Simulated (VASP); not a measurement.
# CuO (P1) in VASP: further runs

The runs below take CuO through single point, with PBEsol.

Everything below comes from runs of VASP 6.6.1. Logs are shortened: lines on timing, memory, paths and dates and some standing lists are left out, and cuts for length are marked.

### 1 The cell of the first run

The typed cell holds 4 atoms: a = 2.903 Å, b = 2.845 Å, c = 5.273 Å, α = 89.71°, β = 91.14°, γ = 88.70°.

### 2 Single point, PBEsol

Contents of INCAR:

```
SYSTEM = CuO
PREC = Accurate
ENCUT = 520
EDIFF = 1E-6
ISMEAR = 0
SIGMA = 0.1
LREAL = .FALSE.
LASPH = .TRUE.
NELM = 60
ALGO = Normal
ISIF = 2
LWAVE = .FALSE.
LCHARG = .FALSE.
GGA = PS
NBANDS = 25
```

Contents of KPOINTS:

```
regular mesh
0
G
  4 4 2
  0 0 0
```

Contents of POSCAR:

```
CuO
1.0
    2.9027900792      0.0128346910     -0.0340833917
    0.0522224784      2.8448878033      0.0026072298
   -0.0435563076      0.0226345624      5.2731527454
Cu O
2 2
Direct
    0.5106995731      0.0053434258      0.4983983317
    0.0537874343      0.4780918003     -0.0097061318
   -0.0431909901      0.9791177467      0.2496237619
    1.0253855975      0.0012663399      0.7685903712
```

Potentials or basis: VASP PAW PBE potentials, release 64 (Cu, O).

Started as:

```sh
$ cat potpaw_PBE.64/Cu/POTCAR potpaw_PBE.64/O/POTCAR > POTCAR
$ mpirun -np 1 vasp_std > vasp.out
```

OUTCAR:

```text
SYSTEM = CuO
   PREC = Accurate
   ENCUT = 520
   EDIFF = 1E-6
   ISMEAR = 0
   LREAL = .FALSE.
   LASPH = .TRUE.
   NELM = 60
   ISIF = 2
   GGA = PS

 ion  position               nearest neighbor table
   1  0.511  0.005  0.498-   3 1.86   4 2.02   4 2.04   3 2.06
   2  0.054  0.478  0.990-   4 1.80   4 1.89   3 1.99   3 2.00
   3  0.957  0.979  0.250-   1 1.86   2 1.99   2 2.00   1 2.06
   4  0.025  0.001  0.769-   2 1.80   2 1.89   1 2.02   1 2.04

  LATTYP: Found a triclinic cell.
 ALAT       =     9.6915389389
 B/A-ratio  =     0.6611281675
 C/A-ratio  =     1.2728829731
 COS(alpha) =     0.0018772223
 COS(beta)  =     0.6034234964
 COS(gamma) =     0.7965242206

  Lattice vectors:

 A1 = (   5.7446915092,  -5.6867407870,  -5.3465339884)
 A2 = (   5.7533576800,  -2.8192184213,  -0.0707740132)
 A3 = (  -2.9201224208,  -5.7478794224, -10.5174365587)

Analysis of symmetry for initial positions (statically):
=====================================================================
 Subroutine PRICEL returns:
 Original cell was already a primitive cell.

 Routine SETGRP: Setting up the symmetry group for a
 triclinic supercell.

 Subroutine GETGRP returns: Found  1 space group operations
 (whereof  1 operations were pure point group operations)
 out of a pool of  2 trial point group operations.

The static configuration has the point symmetry C_1 .

Analysis of symmetry for dynamics (positions and initial velocities):
=====================================================================
 Subroutine PRICEL returns:
 Original cell was already a primitive cell.

 Routine SETGRP: Setting up the symmetry group for a
 triclinic supercell.

 Subroutine GETGRP returns: Found  1 space group operations
 (whereof  1 operations were pure point group operations)
 out of a pool of  2 trial point group operations.

The dynamic configuration has the point symmetry C_1 .

 Subroutine INISYM returns: Found  1 space group operations
 (whereof  1 operations are pure point group operations),
 and found     1 'primitive' translations

----------------------------------------------------------------------------------------

                                     Primitive cell

  volume of cell :      43.5383

  direct lattice vectors                    reciprocal lattice vectors
     2.902790079  0.012834691 -0.034083392     0.344557861 -0.006327545  0.002873213
     0.052222478  2.844887803  0.002607230    -0.001572196  0.351537966 -0.001521933
    -0.043556308  0.022634562  5.273152745     0.002227851 -0.000214711  0.189659193

  length of vectors
     2.903018541  2.845368271  5.273381207     0.344627934  0.351544776  0.189672399

  position of ions in fractional coordinates (direct lattice)
     0.510699573  0.005343426  0.498398332
     0.053787434  0.478091800  0.990293868
     0.956809010  0.979117747  0.249623762
     0.025385597  0.001266340  0.768590371

  ion indices of the primitive-cell ions
   primitive index   ion index
                 1           1
                 2           2
                 3           3
                 4           4

----------------------------------------------------------------------------------------

 KPOINTS: regular mesh

Automatic generation of k-mesh.
 Grid dimensions read from file:
 generate k-points for:    4    4    2

 Generating k-lattice:

  Cartesian coordinates                     Fractional coordinates (reciprocal lattice)
     0.086139465 -0.001581886  0.000718303     0.250000000  0.000000000 -0.000000000
    -0.000393049  0.087884492 -0.000380483     0.000000000  0.250000000 -0.000000000
     0.001113926 -0.000107356  0.094829597    -0.000000000  0.000000000  0.500000000

  Length of vectors
     0.086156983  0.087886194  0.094836200

  Shift w.r.t. Gamma in fractional coordinates (k-lattice)
     0.000000000  0.000000000  0.000000000

 Subroutine IBZKPT returns following result:
 ===========================================

 Found     20 irreducible k-points:

 Following reciprocal coordinates:
            Coordinates               Weight
  0.000000  0.000000  0.000000      1.000000
  0.250000  0.000000 -0.000000      2.000000
  0.500000  0.000000 -0.000000      1.000000
 -0.000000  0.250000 -0.000000      2.000000
  0.250000  0.250000 -0.000000      2.000000
  0.500000  0.250000 -0.000000      2.000000
[... 12 lines left out ...]
  0.250000  0.500000  0.500000      2.000000
  0.500000  0.500000  0.500000      1.000000
   k-points           NKPTS =     20   k-points in BZ     NKDIM =     20   number of bands    NBANDS=     25
   number of dos      NEDOS =    301   number of ions     NIONS =      4
   total plane-waves  NPLWV =  23040
   dimension x,y,z NGX =    24 NGY =   24 NGZ =   40
   dimension x,y,z NGXF=    48 NGYF=   48 NGZF=   80
   ions per type =               2   2
   NGX,Y,Z   is equivalent  to a cutoff of  13.74, 14.02, 12.61 a.u.
   NGXF,Y,Z  is equivalent  to a cutoff of  27.49, 28.04, 25.22 a.u.
 SYSTEM =  CuO
   PREC   = accura    normal or accurate (medium, high low for compatibility)
   ISTART =      0    job   : 0-new  1-cont  2-samecut
   ICHARG =      2    charge: 1-file 2-atom 10-const
   ISPIN  =      1    spin polarized calculation?
   LNONCOLLINEAR =      F non collinear calculations
   LSORBIT =      F    spin-orbit coupling
   LASPH  =      T    aspherical Exc in radial PAW
   ENCUT  =  520.0 eV  38.22 Ry    6.18 a.u.   5.40  5.29  9.80*2*pi/ulx,y,z
   NELM   =     60;   NELMIN=  2; NELMDL= -5     # of ELM steps
   EDIFF  = 0.1E-05   stopping-criterion for ELM
   LREAL  =      F    real-space projection
   EDIFFG = 0.1E-04   stopping-criterion for IOM
   NSW    =      0    number of steps for IOM
   IBRION =     -1    ionic relax: 0-MD 1-quasi-New 2-CG
   NFREE  =      0    steps in history (QN), initial steepest desc. (CG)
   ISIF   =      2    stress and relaxation
   ISYM   =      2    0-nonsym 1-usesym 2-fastsym
   POTIM  = 0.5000    time-step for ionic-motion
   TEBEG  =    0.0;   TEEND  =   0.0 temperature during run
   PSTRESS=    0.0 pullay stress
   NELECT =      34.0000    total number of electrons
   NUPDOWN=      -1.0000    fix difference up-down
   EMIN   =  10.00;   EMAX   =-10.00  energy-range for DOS
   EFERMI =   0.00;   METHOD = LEGACY
   ISMEAR =     0;   SIGMA  =   0.10  broadening in eV -4-tet -1-fermi 0-gaus
   EFERMI_NEDOS =   21; number of points for ismear=-14 and -15
   IALGO  =     38    algorithm
   IMIX   =      4    mixing-type and parameters
     AMIX     =   0.40;   BMIX     =  1.00
     AMIX_MAG =   1.60;   BMIX_MAG =  1.00
  volume/ion in A,a.u.               =      10.88        73.45
  Fermi-wavevector in a.u.,A,eV,Ry     =   1.507569  2.848893 30.922845  2.272765
  Thomas-Fermi vector in A             =   2.618138
   LORBIT       =      0    0 simple, 1 ext, 2 COOP (PROOUT), +10 PAW based schemes
   GGA     = PS    functional components
   LHFCALC =     F    Hartree Fock is set to
   AEXX    =    0.0000 exact exchange contribution
   IVDW    =     0    specifies the selected vdW correction
   LEPSILON=     F    determine dielectric tensor
   LRPA    =     F    only Hartree local field effects (RPA)
 non-spin polarized calculation
 Gauss-broadening in eV      SIGMA  =   0.10
  energy-cutoff  :      520.00
  volume of cell :       43.54
 maximum number of plane-waves:      1187
 NGX is ok and might be reduce to    24
   NGX = 11   NGY = 11   NGZ = 19

 number of electron      34.0000017 magnetization

 Free energy of the ion-electron system (eV)
  ---------------------------------------------------
  ext. energy  EPLUGINS =         0.00000000
  ---------------------------------------------------
  free energy    TOTEN  =       -21.20408682 eV

  energy without entropy =      -21.18894288  energy(sigma->0) =      -21.19651485

 E-fermi :   4.7769     XC(G=0): -11.7090

 val. band max:        4.7755278938   @ k =   0.5000   0.2500   0.5000
 cond. band min:       4.7878709850   @ k =   0.2500   0.5000   0.5000
 fundamental gap:      0.0123430912
 Fermi energy:         4.7768875457

 k-point     1 :       0.0000    0.0000    0.0000
  band No.  band energies     occupation
      1     -14.9237      2.00000
      2     -13.6313      2.00000
      3      -3.3693      2.00000
      4      -0.8508      2.00000
      5      -0.2605      2.00000
      6       0.8541      2.00000
[... 17 lines left out ...]
     24      19.6054      0.00000
     25      19.9518      0.00000

 k-point     2 :       0.2500    0.0000   -0.0000
  band No.  band energies     occupation
      1     -14.6367      2.00000
      2     -13.5086      2.00000
      3      -2.8850      2.00000
      4      -0.9024      2.00000
      5      -0.7486      2.00000
      6      -0.6033      2.00000
[... 17 lines left out ...]
     24      19.5562      0.00000
     25      20.4778      0.00000

 k-point     3 :       0.5000    0.0000   -0.0000
  band No.  band energies     occupation
      1     -14.3211      2.00000
      2     -13.3799      2.00000
      3      -2.4497      2.00000
      4      -2.0890      2.00000
      5      -0.8391      2.00000
      6      -0.6301      2.00000
[... 17 lines left out ...]
     24      17.5043      0.00000
     25      20.5244      0.00000

 k-point     4 :      -0.0000    0.2500   -0.0000
  band No.  band energies     occupation
      1     -14.5885      2.00000
      2     -13.5102      2.00000
      3      -2.7683      2.00000
      4      -1.3643      2.00000
      5      -0.5550      2.00000
      6      -0.0673      2.00000
[... 17 lines left out ...]
     24      19.5188      0.00000
     25      20.0968      0.00000
[... 365 lines left out ...]
 k-point    18 :       0.0000    0.5000    0.5000
  band No.  band energies     occupation
      1     -14.0414      2.00000
      2     -13.5985      2.00000
      3      -2.2154      2.00000
      4      -1.5247      2.00000
      5      -1.0853      2.00000
      6      -0.3055      2.00000
[... 17 lines left out ...]
     24      18.9637      0.00000
     25      19.9469      0.00000

 k-point    19 :       0.2500    0.5000    0.5000
  band No.  band energies     occupation
      1     -13.8566      2.00000
      2     -13.4250      2.00000
      3      -1.8101      2.00000
      4      -1.2149      2.00000
      5      -0.9898      2.00000
      6      -0.9203      2.00000
[... 17 lines left out ...]
     24      17.3092      0.00000
     25      19.9061      0.00000

 k-point    20 :       0.5000    0.5000    0.5000
  band No.  band energies     occupation
      1     -13.6759      2.00000
      2     -13.2242      2.00000
      3      -1.4110      2.00000
      4      -1.2029      2.00000
      5      -0.9289      2.00000
      6      -0.7414      2.00000
[... 17 lines left out ...]
     24      16.3818      0.00000
     25      18.7318      0.00000

------------------------ aborting loop because EDIFF is reached ----------------------------------------

  FORCE on cell =-STRESS in cart. coord.  units (eV):
  Direction    XX          YY          ZZ          XY          YZ          ZX
  --------------------------------------------------------------------------------------
  -------------------------------------------------------------------------------------
  Total       -1.3101990      1.1556210     -2.0379158      0.0225067      0.7294531     -0.3996188
  in kB      -48.2143386     42.5259845    -74.9937722      0.8282285     26.8433250    -14.7056711
  external PRESSURE =     -26.8940421 kB  Pullay stress =       0.0000000 kB

 VOLUME and BASIS-vectors are now :
 -----------------------------------------------------------------------------
  energy-cutoff  :      520.00
  volume of cell :       43.54
      direct lattice vectors                 reciprocal lattice vectors
     2.902790079  0.012834691 -0.034083392     0.344557861 -0.006327545  0.002873213
     0.052222478  2.844887803  0.002607230    -0.001572196  0.351537966 -0.001521933
    -0.043556308  0.022634562  5.273152745     0.002227851 -0.000214711  0.189659193

 POSITION                                       TOTAL-FORCE (eV/Angst)
 -----------------------------------------------------------------------------------
      1.46102      0.03304      2.61074        -0.840580     -0.193626      0.456927
      0.13797      1.38322      5.22138        -0.882631      0.857601      1.790442
      2.81767      2.80341      1.28625         1.285161      0.032830     -0.233757
      0.04028      0.02133      4.05203         0.438049     -0.696804     -2.013612
 -----------------------------------------------------------------------------------
    total drift:                                0.000006      0.000566     -0.001611

  FREE ENERGIE OF THE ION-ELECTRON SYSTEM (eV)
  ---------------------------------------------------
  free  energy   TOTEN  =       -21.2040868184 eV

  energy  without entropy=      -21.1889428839  energy(sigma->0) =      -21.19651485
```

It took 21 s on 1 thread of Intel Xeon Platinum 8488C (Sapphire Rapids), shared host; peak memory 0.16 GiB.

Results:

```
Free energy            : -21.2041 eV
Pressure               : -2.7 GPa
Largest force          : 2.175 eV/Å
Band gap on the k mesh : zero (bands 17 and 18 overlap by 0.79 eV)
```

Forces on the atoms (eV/Å):
```
Cu  -0.841 -0.194  0.457
Cu  -0.883  0.858  1.790
O    1.285  0.033 -0.234
O    0.438 -0.697 -2.014
```

Caveat: the k points lie up to 0.60 Å⁻¹ apart, too coarse for converged energies and pressures of a metal; the PAW data sets were made with another functional, which shifts forces and pressure a little; semilocal functionals often make such compounds metallic where correlation or magnetic order opens a gap, which also shifts bond lengths. With open d or f shells a metallic result of PBEsol can be an artefact of self-interaction; +U or a hybrid may open a gap.

(Continued in part 2 of 2.)
